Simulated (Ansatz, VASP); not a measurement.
LiF in VASP and in Ansatz

```
Li F
1.0
     0.00000    1.95497    1.95497
     1.95497    0.00000    1.95497
     1.95497    1.95497    0.00000
Li F
1 1
Direct
  0.00000 0.00000 0.00000
  0.50000 0.50000 0.50000
```

Change from the starting cell: hydrostatic strain -2.0%.

Alike in both runs: task single point; functional PBE; k mesh 10 × 10 × 10; occupations fermi-dirac, width 0.02 eV; no spin polarisation.

```csv
,VASP,Ansatz
version,VASP 6.6.1,Ansatz 0.2.0
potentials or method,"VASP PAW PBE potentials, release 64 (Li_sv, F)","plane waves, PAW"
plane-wave cutoff (eV),520,420
valence electrons in the cell,10,10
```

|  | VASP | Ansatz | Ansatz less VASP |
| --- | --- | --- | --- |
| gap on the k mesh at the Fermi level (eV) | 9.93 | 9.93 | -0.001 |

Noted on VASP's run: the cutoff is under 1.25 times that of the potentials, so the pressure is a little rough.
